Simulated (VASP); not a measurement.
**Ta4O: single point with PBE**

Crystal: Ta4O.

```
Ta O
1.0
     3.25750    0.00000    0.00000
     0.00000    3.25750    0.00000
     0.00000    0.00000    7.40934
Ta O
4 1
Direct
  0.00000 0.00000 0.50000
  0.50000 0.50000 0.78316
  0.50000 0.50000 0.21684
  0.00000 0.00000 0.00000
  0.50000 0.50000 0.50000
```

```yaml
Program: VASP 6.6.1
Task: single point
Functional: PBE
Potentials_or_basis: VASP PAW PBE potentials, release 64 (Ta_pv, O)
Cutoff: 520 eV
k_mesh: 8 × 8 × 4, shifted
Occupations: gaussian, width 0.1 eV
Spin: no spin polarisation
```

The pressure is -0.6 GPa. The largest force is 0.062 eV/Å. The band gap on the k mesh is zero (band 25 reaches 6.70 eV, above the bottom of band 26 at 6.18 eV).

Forces in eV/Å, atoms in the order of the input:
```
Ta   0.000  0.000  0.000
Ta   0.000  0.000 -0.062
Ta   0.000  0.000  0.062
Ta   0.000  0.000  0.000
O    0.000  0.000  0.000
```

Stress tensor (GPa, compression positive):
```
-0.51  0.00  0.00
 0.00 -0.51  0.00
 0.00  0.00 -0.80
```

Levels at points of the mesh, in eV from the Fermi level:
```tsv
k point	band 23	band 24	band 25	band 26	band 27	band 28
(0.06, 0.06, 0.12)	-0.51	-0.30	0.11	0.59	0.75	1.05
```

Run time: 33 s on 1 thread of AMD EPYC 9R45 96-Core Processor (Zen 5), on a shared host, peak memory 0.16 GiB.

Caveat: spin-orbit coupling is left out, which moves the levels of the heavy elements.
